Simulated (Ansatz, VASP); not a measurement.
# One calculation of BaTiO3, two programs

```
Ba Ti O
1.0
     2.86037    1.65144    2.34605
    -2.86037    1.65144    2.34605
     0.00000   -3.30287    2.34605
Ba Ti O
1 1 3
Direct
  0.00268 0.00268 0.00268
  0.51280 0.51280 0.51280
  0.49032 0.49032 0.98258
  0.49032 0.98258 0.49032
  0.98258 0.49032 0.49032
```

Alike in both runs: task single point; functional PBE; k mesh 6 × 6 × 6; occupations gaussian, width 0.02 eV; no spin polarisation; Hubbard terms Ti d U = 4.0 eV.

|  | VASP | Ansatz |
| --- | --- | --- |
| version | VASP 6.6.1 | Ansatz 0.2.0 |
| potentials or method | VASP PAW PBE potentials, release 64 (Ba_sv, Ti_sv, O), cutoff 520 eV | scalar-relativistic, plane waves, PAW |
| valence electrons in the cell | 40 | 40 |

VASP gave:

- gap on the k mesh at the Fermi level (eV): 2.62
- least direct gap on the mesh (eV): 3.03
- pressure (GPa): 3.5
- traceless stress, the component that is largest in VASP (GPa): -0.30
- rms of the force components (eV/Å): 0.226

**Question.** Which values does Ansatz return?

**Answer.** gap on the k mesh at the Fermi level (eV): 2.65; least direct gap on the mesh (eV): 3.03; pressure (GPa): 0.0; traceless stress, the component that is largest in VASP (GPa): 0.00; rms of the force components (eV/Å): 0.000.

The programs project onto different local orbitals, so the same U acts differently, and such runs can settle in different states. Atom by atom the forces differ by 0.226 eV/Å (rms over components).

Spin-orbit coupling is off throughout.
